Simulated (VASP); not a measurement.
# MoS2 (R3m) in VASP: single point with PBE+D3(BJ)

Aim: the single point of MoS2 with PBE+D3(BJ).

Program: VASP 6.6.1. These are calculated values, not measurements. Logs are shortened: lines on timing, memory, paths and dates and some standing lists are left out, and cuts for length are marked.

### Step 1. The cell of the first run

Symmetry: R3m, No. 160, trigonal system. The conventional cell has a = 3.153 Å, b = 3.153 Å, c = 53.969 Å, α = 90.00°, β = 90.00°, γ = 120.00°. Within 3.2 Å of Mo (site symmetry 3m) lie 6 S at 2.40 Å and 6 Mo at 3.15 Å. Within 3.2 Å of Mo (site symmetry 3m) lie 6 S at 2.40 Å and 6 Mo at 3.15 Å. Mo (site symmetry 3m) has 6 S at 2.40 Å and 6 Mo at 3.15 Å within 3.2 Å. Within 3.2 Å of S (site symmetry 3m) lie 3 Mo at 2.40 Å and 7 S at 3.13 to 3.15 Å. Within 3.2 Å of S (site symmetry 3m) lie 3 Mo at 2.40 Å and 7 S at 3.13 to 3.15 Å. Within 3.2 Å of S (site symmetry 3m) lie 3 Mo at 2.40 Å and 7 S at 3.13 to 3.15 Å. Within 3.2 Å of S (site symmetry 3m) lie 3 Mo at 2.40 Å and 7 S at 3.13 to 3.15 Å. S (site symmetry 3m) has 3 Mo at 2.40 Å and 7 S at 3.13 to 3.15 Å within 3.2 Å.

### Step 2. Single point, PBE+D3(BJ) (layers slid over each other)

Input file INCAR:

```
SYSTEM = MoS2
PREC     = Accurate       ! precision mode
ENCUT    = 520            ! plane-wave cutoff, eV
EDIFF    = 1E-7           ! SCF threshold, eV
ISMEAR   = 0              ! smearing method
SIGMA    = 0.05           ! smearing width, eV
LREAL    = .FALSE.        ! projectors in reciprocal space
LASPH    = .TRUE.         ! aspherical terms in the spheres
NELM     = 60             ! most SCF steps
ALGO     = Normal         ! electronic algorithm
ISIF     = 2              ! what is computed and relaxed
LWAVE    = .FALSE.        ! write WAVECAR
LCHARG   = .FALSE.        ! write CHGCAR
GGA      = PE             ! functional
IVDW     = 12             ! dispersion correction
ISYM     = 0            
NBANDS   = 49             ! bands
```

Input file KPOINTS:

```
Automatic mesh
0
G
  10 10 2
  0 0 0
```

Input file POSCAR:

```
MoS2
1.0
   -1.5764743774     -2.7305337185      0.0000000000
    1.5764743774     -2.7305337185      0.0000000000
    0.0000000000     -1.8203558124     17.9896049492
Mo S
3 6
Direct
    0.7222109095      0.7222109095      0.8333672715
    0.2777664651      0.2777664651      0.1667006048
    0.4999886873      0.4999886873      0.5000339382
    0.8043636245      0.8043636245      0.5869091264
    0.0265858467      0.0265858467      0.9202424598
    0.5821414023      0.5821414023      0.2535757931
    0.8623087993      0.8623087993      0.4130736021
    0.0845310215      0.0845310215      0.7464069354
    0.6400865771      0.6400865771      0.0797402687
```

Potentials or basis: VASP PAW PBE potentials, release 64 (Mo_sv, S).

On the command line:

```console
> cat potpaw_PBE.64/Mo_sv/POTCAR potpaw_PBE.64/S/POTCAR > POTCAR
> mpirun -np 1 vasp_std > vasp.out
```

OUTCAR:

```text
SYSTEM = MoS2
   PREC = Accurate
   ENCUT = 520
   EDIFF = 1E-7
   ISMEAR = 0
   LREAL = .FALSE.
   LASPH = .TRUE.
   NELM = 60
   ISIF = 2
   GGA = PE
   IVDW = 12
   ISYM = 0
 IVDW          = 12

 ion  position               nearest neighbor table
   1  0.722  0.722  0.833-   5 2.40   5 2.40   5 2.40   8 2.40   8 2.40   8 2.40
   2  0.278  0.278  0.167-   6 2.40   6 2.40   6 2.40   9 2.40   9 2.40   9 2.40
   3  0.500  0.500  0.500-   4 2.40   4 2.40   4 2.40   7 2.40   7 2.40   7 2.40
   4  0.804  0.804  0.587-   3 2.40   3 2.40   3 2.40
   5  0.027  0.027  0.920-   1 2.40   1 2.40   1 2.40
   6  0.582  0.582  0.254-   2 2.40   2 2.40   2 2.40
   7  0.862  0.862  0.413-   3 2.40   3 2.40   3 2.40
   8  0.085  0.085  0.746-   1 2.40   1 2.40   1 2.40
   9  0.640  0.640  0.080-   2 2.40   2 2.40   2 2.40

IMPORTANT INFORMATION: All symmetrisations will be switched off!
NOSYMM: (Re-)initialisation of all symmetry stuff for point group C_1.

----------------------------------------------------------------------------------------

                                     Primitive cell

  volume of cell :     154.8767

  direct lattice vectors                    reciprocal lattice vectors
    -1.576474377 -2.730533718  0.000000000    -0.317163417 -0.183114384 -0.018529219
     1.576474377 -2.730533718  0.000000000     0.317163417 -0.183114384 -0.018529219
     0.000000000 -1.820355812 17.989604949     0.000000000  0.000000000  0.055587658

  length of vectors
     3.152948755  3.152948755 18.081470668     0.366697208  0.366697208  0.055587658

  position of ions in fractional coordinates (direct lattice)
     0.722210909  0.722210909  0.833367272
     0.277766465  0.277766465  0.166700605
     0.499988687  0.499988687  0.500033938
     0.804363624  0.804363624  0.586909126
     0.026585847  0.026585847  0.920242460
     0.582141402  0.582141402  0.253575793
     0.862308799  0.862308799  0.413073602
     0.084531021  0.084531021  0.746406935
     0.640086577  0.640086577  0.079740269

  ion indices of the primitive-cell ions
   primitive index   ion index
                 1           1
                 2           2
                 3           3
                 4           4
                 5           5
                 6           6
                 7           7
                 8           8
                 9           9

----------------------------------------------------------------------------------------

 KPOINTS: Automatic mesh

[... 96 lines left out ...]
   ISYM   =      0    0-nonsym 1-usesym 2-fastsym
   POTIM  = 0.5000    time-step for ionic-motion
   TEBEG  =    0.0;   TEEND  =   0.0 temperature during run
   PSTRESS=    0.0 pullay stress
   NELECT =      78.0000    total number of electrons
   NUPDOWN=      -1.0000    fix difference up-down
   EMIN   =  10.00;   EMAX   =-10.00  energy-range for DOS
   EFERMI =   0.00;   METHOD = LEGACY
   ISMEAR =     0;   SIGMA  =   0.05  broadening in eV -4-tet -1-fermi 0-gaus
   EFERMI_NEDOS =   21; number of points for ismear=-14 and -15
   IALGO  =     38    algorithm
   IMIX   =      4    mixing-type and parameters
     AMIX     =   0.40;   BMIX     =  1.00
     AMIX_MAG =   1.60;   BMIX_MAG =  1.00
  volume/ion in A,a.u.               =      17.21       116.13
  Fermi-wavevector in a.u.,A,eV,Ry     =   1.302500  2.461368 23.082362  1.696506
  Thomas-Fermi vector in A             =   2.433564
   LORBIT       =      0    0 simple, 1 ext, 2 COOP (PROOUT), +10 PAW based schemes
   GGA     = PE    functional components
   LHFCALC =     F    Hartree Fock is set to
   AEXX    =    0.0000 exact exchange contribution
   IVDW    =    12    specifies the selected vdW correction
   LEPSILON=     F    determine dielectric tensor
   LRPA    =     F    only Hartree local field effects (RPA)
 non-spin polarized calculation
 Gauss-broadening in eV      SIGMA  =   0.05
  energy-cutoff  :      520.00
  volume of cell :      154.88
 maximum number of plane-waves:      4201
   NGX = 11   NGY = 11   NGZ = 67

 number of electron      77.9999997 magnetization

 Free energy of the ion-electron system (eV)
  ---------------------------------------------------
  ext. energy  EPLUGINS =         0.00000000
  ---------------------------------------------------
  free energy    TOTEN  =       -65.29667033 eV

  energy without entropy =      -65.29667033  energy(sigma->0) =      -65.29667033

 E-fermi :   8.3445     XC(G=0): -11.0560

 val. band max:        8.0959581315   @ k =   0.0000   0.0000   0.5000
 cond. band min:       8.8934200084   @ k =  -0.2000   0.2000   0.0000
 fundamental gap:      0.7974618769
 Fermi energy:         8.3445425193

 k-point     1 :       0.0000    0.0000    0.0000
  band No.  band energies     occupation
      1     -53.5651      2.00000
      2     -53.5128      2.00000
      3     -53.4615      2.00000
      4     -27.7298      2.00000
      5     -27.6775      2.00000
      6     -27.6261      2.00000
[... 1237 lines left out ...]
     48      10.7540      0.00000
     49      11.9157      0.00000

 [... further k-points ...]

------------------------ aborting loop because EDIFF is reached ----------------------------------------

 Edisp (eV)   -3.96245

 E8    (eV) :    -1.5979

  FORCE on cell =-STRESS in cart. coord.  units (eV):
  Direction    XX          YY          ZZ          XY          YZ          ZX
  --------------------------------------------------------------------------------------
  -------------------------------------------------------------------------------------
  Total      -0.09706    -0.09703    -0.14969     0.00000     0.00009     0.00000
  in kB      -1.00402    -1.00381    -1.54852     0.00001     0.00094     0.00001
  external pressure =       -1.19 kB  Pullay stress =        0.00 kB

 VOLUME and BASIS-vectors are now :
 -----------------------------------------------------------------------------
  energy-cutoff  :      520.00
  volume of cell :      154.88
      direct lattice vectors                 reciprocal lattice vectors
    -1.576474377 -2.730533718  0.000000000    -0.317163417 -0.183114384 -0.018529219
     1.576474377 -2.730533718  0.000000000     0.317163417 -0.183114384 -0.018529219
     0.000000000 -1.820355812 17.989604949     0.000000000  0.000000000  0.055587658

 POSITION                                       TOTAL-FORCE (eV/Angst)
 -----------------------------------------------------------------------------------
      0.00000     -5.46107     14.99195         0.000000      0.000007     -0.026940
      0.00000     -1.82036      2.99888        -0.000000     -0.000008     -0.026317
      0.00000     -3.64071      8.99541         0.000000     -0.000003      0.006593
      0.00000     -5.46107     10.55826         0.000000     -0.000030     -0.019051
      0.00000     -1.82036     16.55480         0.000000      0.000016      0.000153
      0.00000     -3.64071      4.56173        -0.000000      0.000048     -0.004824
      0.00000     -5.46107      7.43103         0.000000      0.000029      0.011836
      0.00000     -1.82036     13.42757         0.000000     -0.000047      0.026206
      0.00000     -3.64071      1.43450        -0.000000     -0.000013      0.032344
 -----------------------------------------------------------------------------------
    total drift:                                0.000002      0.000001      0.000224

  FREE ENERGIE OF THE ION-ELECTRON SYSTEM (eV)
  ---------------------------------------------------
  free  energy   TOTEN  =       -69.2591176444 eV

  energy  without entropy=      -69.2591176444  energy(sigma->0) =      -69.25911764
```

stdout:

```text
POSCAR found type information on POSCAR MoS
 POSCAR found :  2 types and       9 ions
 scaLAPACK will be used
 LDA part: xc-table for (Slater+PW92), standard interpolation
 -----------------------------------------------------------------------------
|                                                                             |
|           W    W    AA    RRRRR   N    N  II  N    N   GGGG   !!!           |
|           W    W   A  A   R    R  NN   N  II  NN   N  G    G  !!!           |
|           W    W  A    A  R    R  N N  N  II  N N  N  G       !!!           |
|           W WW W  AAAAAA  RRRRR   N  N N  II  N  N N  G  GGG   !            |
|           WW  WW  A    A  R   R   N   NN  II  N   NN  G    G                |
|           W    W  A    A  R    R  N    N  II  N    N   GGGG   !!!           |
|                                                                             |
|     Your reciprocal lattice and k-lattice belong to different lattice       |
|     classes:                                                                |
|                                                                             |
|        The reciprocal lattice is rhombohedral (trigonal),                   |
|        whereas your k-lattice is base-centered monoclinic.                  |
|                                                                             |
|     Results are often still useful ...                                      |
|                                                                             |
 -----------------------------------------------------------------------------

 POSCAR, INCAR and KPOINTS ok, starting setup
 FFT: planning ... GRIDC
 FFT: planning ... GRID_SOFT
 FFT: planning ... GRID
 WAVECAR not read
 entering main loop
```

Wall time 25 min (1 thread of Oxide Virtual Turin-like, shared host); peak memory 0.64 GiB.

Results:

```
Free energy                : -69.2591 eV
Pressure                   : -0.1 GPa
Largest force              : 0.032 eV/Å
Band gap on the k mesh     : 0.80 eV (least direct gap 1.89 eV)
Dispersion energy per atom : -0.440 eV
```

Forces in eV/Å, atoms in the order of the input:
```
Mo   0.000  0.000 -0.027
Mo   0.000  0.000 -0.026
Mo   0.000  0.000  0.007
S    0.000  0.000 -0.019
S    0.000  0.000  0.000
S    0.000  0.000 -0.005
S    0.000  0.000  0.012
S    0.000  0.000  0.026
S    0.000  0.000  0.032
```

Caveat: the cell differs from its parent crystal (layers slid over each other). A k mesh can miss the band edges.
